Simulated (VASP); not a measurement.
A run of VASP 6.6.1:

The input POSCAR:

```
AlCu
1.0
    0.0000000000      2.4976250600      2.4976250600
    2.4976250600      0.0000000000      2.4976250600
    2.4976250600      2.4976250600      0.0000000000
Cu Al
1 1
Direct
    0.0000000000      0.0000000000      0.0000000000
    0.5000000000      0.5000000000      0.5000000000
```

The input INCAR.step1:

```
ALGO = Normal
EDIFF = 1E-4
ENCUT = 520
GGA = PE
ISMEAR = -1
LASPH = T
LCHARG = F
LREAL = F
LWAVE = T
NBANDS = 14
NELM = 100
PREC = Accurate
SIGMA = 0.08
```

The input INCAR.step2:

```
ALGO = Normal
EDIFF = 1E-6
ENCUT = 520
ISIF = 2
ISMEAR = -1
ISTART = 1
LASPH = T
LCHARG = T
LELF = T
LMIXTAU = T
LREAL = F
LVHAR = T
LWAVE = F
METAGGA = R2SCAN
NBANDS = 14
NELM = 100
PREC = Accurate
SIGMA = 0.08
```

File KPOINTS:

```
k-points
0
Gamma
  13 13 13
```

Potentials or basis: VASP PAW PBE potentials, release 64 (Cu, Al).

The run is started by

```console
$ cat potpaw_PBE.64/Cu/POTCAR potpaw_PBE.64/Al/POTCAR > POTCAR
$ cp INCAR.step1 INCAR
$ mpirun -np 1 vasp_std > vasp.out
$ cp INCAR.step2 INCAR
$ mpirun -np 1 vasp_std > vasp.out
```

Hardware: 1 thread of Intel(R) Xeon(R) 6975P-C (Granite Rapids), with other jobs on the host.

Problem. Estimate the wall time of this run.

Solution. It took 90 s on 1 thread of Intel(R) Xeon(R) 6975P-C (Granite Rapids), on a shared host, peak memory 0.18 GiB. Counts: k points 84.
